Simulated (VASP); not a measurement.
# Si (P1) in VASP: single point with PBE0

Aim: the single point of Si with PBE0.

All numbers are computed with VASP 6.6.1; they aren't measurements. Logs are shortened: lines on timing, memory, paths and dates and some standing lists are left out, and cuts for length are marked.

## Step 1: The cell of the first run

The typed cell holds 16 atoms: a = 10.862 Å, b = 5.431 Å, c = 5.431 Å, α = 90.00°, β = 90.00°, γ = 90.00°.

## Step 2: Single point, PBE0

POSCAR

```
Si
1.0
   10.8620000000      0.0000000000      0.0000000000
    0.0000000000      5.4310000000      0.0000000000
    0.0000000000      0.0000000000      5.4310000000
Si
16
Direct
   -0.0027600000     -0.0022100000      0.0011000000
    0.0011000000      0.5055200000      0.4966900000
    0.2489000000      0.0011000000      0.5044200000
    0.2527600000      0.4966900000      0.0000000000
    0.1255500000      0.2544200000      0.2455800000
    0.1233400000      0.7500000000      0.7533100000
    0.3772100000      0.2455800000      0.7489000000
    0.3750000000      0.7533100000      0.2444800000
    0.4977900000     -0.0011000000      0.0022100000
    0.5016600000      0.4944800000      0.4977900000
    0.7494500000      0.0022100000      0.5055200000
    0.7472400000      0.4977900000      0.0011000000
    0.6261000000      0.2555200000      0.2466900000
    0.6239000000      0.7511000000      0.7544200000
    0.8777600000      0.2466900000      0.7500000000
    0.8755500000      0.7544200000      0.2455800000
```

INCAR.step1

```
  PREC = Accurate
  ENCUT = 400
  EDIFF = 1E-5
  ISMEAR = 0
  SIGMA = 0.01
  LREAL = False
  LASPH = True
  NELM = 120
  ALGO = Normal
  ISIF = 2
  LWAVE = True
  LCHARG = False
  GGA = PE
  NBANDS = 46
  GGA_COMPAT = False
```

INCAR.step2

```
  PREC = Accurate
  ENCUT = 400
  EDIFF = 1E-6
  ISMEAR = 0
  SIGMA = 0.01
  LREAL = False
  LASPH = True
  NELM = 120
  ALGO = Normal
  ISIF = 2
  LWAVE = False
  LCHARG = False
  GGA = PE
  LHFCALC = True
  AEXX = 0.25
  PRECFOCK = Fast
  ISTART = 1
  NBANDS = 46
  GGA_COMPAT = False
```

KPOINTS

```
Automatic mesh
0
Gamma
  1 1 1
```

Potentials or basis: VASP PAW PBE potentials, release 64 (Si).

On the command line:

```bash
cat potpaw_PBE.64/Si/POTCAR > POTCAR
cp INCAR.step1 INCAR
mpirun -np 1 vasp_gam > vasp.out
cp INCAR.step2 INCAR
mpirun -np 1 vasp_gam > vasp.out
```

OUTCAR:

```text
PREC = Accurate
   ENCUT = 400
   EDIFF = 1E-6
   ISMEAR = 0
   LREAL = False
   LASPH = True
   NELM = 120
   ISIF = 2
   GGA = PE
   LHFCALC = True
   AEXX = 0.25
   PRECFOCK = Fast
   ISTART = 1

 ion  position               nearest neighbor table
   1  0.997  0.998  0.001-  16 2.29  15 2.32   6 2.34   5 2.38
   2  0.001  0.506  0.497-   6 2.34   5 2.36  16 2.36  15 2.38
   3  0.249  0.001  0.504-   7 2.34   6 2.36   5 2.38   8 2.38
   4  0.253  0.497  0.000-   5 2.33   8 2.34   7 2.36   6 2.38
   5  0.126  0.254  0.246-   4 2.33   2 2.36   1 2.38   3 2.38
   6  0.123  0.750  0.753-   2 2.34   1 2.34   3 2.36   4 2.38
[... 8 lines left out ...]
  15  0.878  0.247  0.750-   1 2.32  11 2.34   2 2.38  12 2.39
  16  0.876  0.754  0.246-   1 2.29   2 2.36  12 2.38  11 2.38

  LATTYP: Found a simple tetragonal cell.
 ALAT       =     5.4310000000
 C/A-ratio  =     2.0000000000

  Lattice vectors:

 A1 = (   0.0000000000,   5.4310000000,   0.0000000000)
 A2 = (   0.0000000000,   0.0000000000,   5.4310000000)
 A3 = (  10.8620000000,   0.0000000000,   0.0000000000)

Analysis of symmetry for initial positions (statically):
=====================================================================
 Subroutine PRICEL returns:
 Original cell was already a primitive cell.

 Routine SETGRP: Setting up the symmetry group for a
 simple tetragonal supercell.

 Subroutine GETGRP returns: Found  1 space group operations
 (whereof  1 operations were pure point group operations)
 out of a pool of 16 trial point group operations.

The static configuration has the point symmetry C_1 .

Analysis of symmetry for dynamics (positions and initial velocities):
=====================================================================
 Subroutine PRICEL returns:
 Original cell was already a primitive cell.

 Routine SETGRP: Setting up the symmetry group for a
 simple tetragonal supercell.

 Subroutine GETGRP returns: Found  1 space group operations
 (whereof  1 operations were pure point group operations)
 out of a pool of 16 trial point group operations.

The dynamic configuration has the point symmetry C_1 .

 Subroutine INISYM returns: Found  1 space group operations
 (whereof  1 operations are pure point group operations),
[... 109 lines left out ...]
   TEBEG  =    0.0;   TEEND  =   0.0 temperature during run
   PSTRESS=    0.0 pullay stress
   NELECT =      64.0000    total number of electrons
   NUPDOWN=      -1.0000    fix difference up-down
   EMIN   =  10.00;   EMAX   =-10.00  energy-range for DOS
   EFERMI =   0.00;   METHOD = LEGACY
   ISMEAR =     0;   SIGMA  =   0.01  broadening in eV -4-tet -1-fermi 0-gaus
   EFERMI_NEDOS =   21; number of points for ismear=-14 and -15
   IALGO  =     38    algorithm
   IMIX   =      1    mixing-type and parameters
     AMIX     =   0.40;   BMIX     =  1.00
     AMIX_MAG =   1.60;   BMIX_MAG =  1.00
  volume/ion in A,a.u.               =      20.02       135.13
  Fermi-wavevector in a.u.,A,eV,Ry     =   0.956999  1.808467 12.460868  0.915848
  Thomas-Fermi vector in A             =   2.085978
   LORBIT       =      0    0 simple, 1 ext, 2 COOP (PROOUT), +10 PAW based schemes
   GGA     = PE    functional components
   LHFCALC =     T    Hartree Fock is set to
   PRECFOCK=fast      Normal, Fast or Accurate (Low or Medium for compatibility)
   ENCUT4O =  -1.0   cutoff for four orbital integrals eV
   NKREDX  =     1    reduce k-point grid by
   NKREDY  =     1    reduce k-point grid by
   NKREDZ  =     1    reduce k-point grid by
   AEXX    =    0.2500 exact exchange contribution
   HFSCREEN=    0.0000 screening length (either q_TF or 0.3 A-1)
   HFSCREENC=   0.0000 screening length for correlation (either q_TF or 0.3 A-1)
   ENCUTFOCK=  -1.0 apply spherical cutoff to Coloumb kernel
   IVDW    =     0    specifies the selected vdW correction
   LEPSILON=     F    determine dielectric tensor
   LRPA    =     F    only Hartree local field effects (RPA)
 non-spin polarized calculation
 Gauss-broadening in eV      SIGMA  =   0.01
  energy-cutoff  :      400.00
  volume of cell :      320.38
 maximum number of plane-waves:      2926
 NGX is ok and might be reduce to    70
  NGX = 36; NGY = 18; NGZ = 18

 number of electron      63.9999997 magnetization

 Free energy of the ion-electron system (eV)
  ---------------------------------------------------
  ext. energy  EPLUGINS =         0.00000000
  ---------------------------------------------------
  free energy    TOTEN  =      -103.17792132 eV

  energy without entropy =     -103.17792132  energy(sigma->0) =     -103.17792132

 E-fermi :   5.2056     XC(G=0):  -7.3840

 val. band max:        5.1383751670   @ k =   0.0000   0.0000   0.0000
 cond. band min:       7.1810910157   @ k =   0.0000   0.0000   0.0000
 fundamental gap:      2.0427158486
 Fermi energy:         5.2056121119

 k-point     1 :       0.0000    0.0000    0.0000
  band No.  band energies     occupation
      1      -8.1336      2.00000
      2      -6.9567      2.00000
      3      -6.8941      2.00000
      4      -3.7246      2.00000
      5      -3.6311      2.00000
      6      -3.5591      2.00000
[... 36 lines left out ...]
     43       9.4719      0.00000
     44       9.9602      0.00000
 [bands above 44 left out]

------------------------ aborting loop because EDIFF is reached ----------------------------------------

  FORCE on cell =-STRESS in cart. coord.  units (eV):
  Direction    XX          YY          ZZ          XY          YZ          ZX
  --------------------------------------------------------------------------------------
  -------------------------------------------------------------------------------------
  Total      -17.5044690     18.8022597     18.8231300      1.1216000     -0.9140666     -1.0335330
  in kB      -87.5366899     94.0267069     94.1310756      5.6089189     -4.5710819     -5.1685122
  external PRESSURE =      33.5403642 kB  Pullay stress =       0.0000000 kB

 VOLUME and BASIS-vectors are now :
 -----------------------------------------------------------------------------
  energy-cutoff  :      400.00
  volume of cell :      320.38
      direct lattice vectors                 reciprocal lattice vectors
    10.862000000  0.000000000  0.000000000     0.092064077  0.000000000  0.000000000
     0.000000000  5.431000000  0.000000000     0.000000000  0.184128153  0.000000000
     0.000000000  0.000000000  5.431000000     0.000000000  0.000000000  0.184128153

 POSITION                                       TOTAL-FORCE (eV/Angst)
 -----------------------------------------------------------------------------------
     10.83202      5.41900      0.00597         0.594988      0.347226     -0.039057
      0.01195      2.74548      2.69752        -0.090130     -0.184155     -0.019140
      2.70355      0.00597      2.73951        -0.100677     -0.052342     -0.404739
      2.74548      2.69752      0.00000        -0.067098      0.233718     -0.463273
      1.36372      1.38176      1.33374        -0.063324     -0.396012      0.346736
      1.33972      4.07325      4.09123         0.200178     -0.155172      0.078941
[... 8 lines left out ...]
      9.53423      1.33977      4.07325        -0.297136      0.513863     -0.087697
      9.51022      4.09726      1.33374        -0.640137     -0.297364      0.570419
 -----------------------------------------------------------------------------------
    total drift:                                0.000038     -0.000001     -0.000092

  FREE ENERGIE OF THE ION-ELECTRON SYSTEM (eV)
  ---------------------------------------------------
  free  energy   TOTEN  =      -103.1779213207 eV

  energy  without entropy=     -103.1779213207  energy(sigma->0) =     -103.17792132
```

OSZICAR.step1:

```text
N       E                     dE             d eps       ncg     rms          rms(c)
DAV:   1     0.265425580835E+03    0.26543E+03   -0.23320E+04    92   0.967E+02
DAV:   2    -0.474487895344E+02   -0.31287E+03   -0.27742E+03   120   0.179E+02
DAV:   3    -0.803713881226E+02   -0.32923E+02   -0.31075E+02   120   0.499E+01
DAV:   4    -0.812144576010E+02   -0.84307E+00   -0.83661E+00   104   0.978E+00
DAV:   5    -0.812323523126E+02   -0.17895E-01   -0.17851E-01   120   0.157E+00    0.146E+01
DAV:   6    -0.797778012166E+02    0.14546E+01   -0.83101E-01    98   0.256E+00    0.906E+00
DAV:   7    -0.791723927638E+02    0.60541E+00   -0.18281E+00    98   0.398E+00    0.669E-01
DAV:   8    -0.791892560513E+02   -0.16863E-01   -0.81995E-02    98   0.961E-01    0.236E-01
DAV:   9    -0.791938342022E+02   -0.45782E-02   -0.47911E-03   104   0.268E-01    0.168E-01
DAV:  10    -0.791949659283E+02   -0.11317E-02   -0.83673E-04    92   0.979E-02    0.645E-02
DAV:  11    -0.791953248334E+02   -0.35891E-03   -0.46213E-04    92   0.777E-02    0.189E-02
DAV:  12    -0.791953324432E+02   -0.76097E-05   -0.10213E-05    72   0.117E-02
   1 F= -.79195332E+02 E0= -.79195332E+02  d E =-.758091E-35
```

Wall time 37 s (1 thread of Intel Xeon Platinum 8488C (Sapphire Rapids), shared host); peak memory 0.27 GiB.

Results:

```yaml
Free_energy: -103.1779 eV
Pressure: 3.4 GPa
Largest_force: 0.963 eV/Å
```

Forces on the atoms (eV/Å):
```
Si   0.595  0.347 -0.039
Si  -0.090 -0.184 -0.019
Si  -0.101 -0.052 -0.405
Si  -0.067  0.234 -0.463
Si  -0.063 -0.396  0.347
Si   0.200 -0.155  0.079
Si  -0.092  0.174  0.014
Si  -0.223 -0.401  0.846
Si   0.498  0.351 -0.065
Si  -0.188  0.738 -0.004
Si   0.041 -0.054 -0.452
Si   0.781  0.300 -0.445
Si  -0.211 -0.815  0.323
Si  -0.141 -0.302 -0.200
Si  -0.297  0.514 -0.088
Si  -0.640 -0.297  0.570
```

Caveat: the k points lie up to 1.16 Å⁻¹ apart; the PAW data sets were made with another functional, which shifts forces and pressure a little.
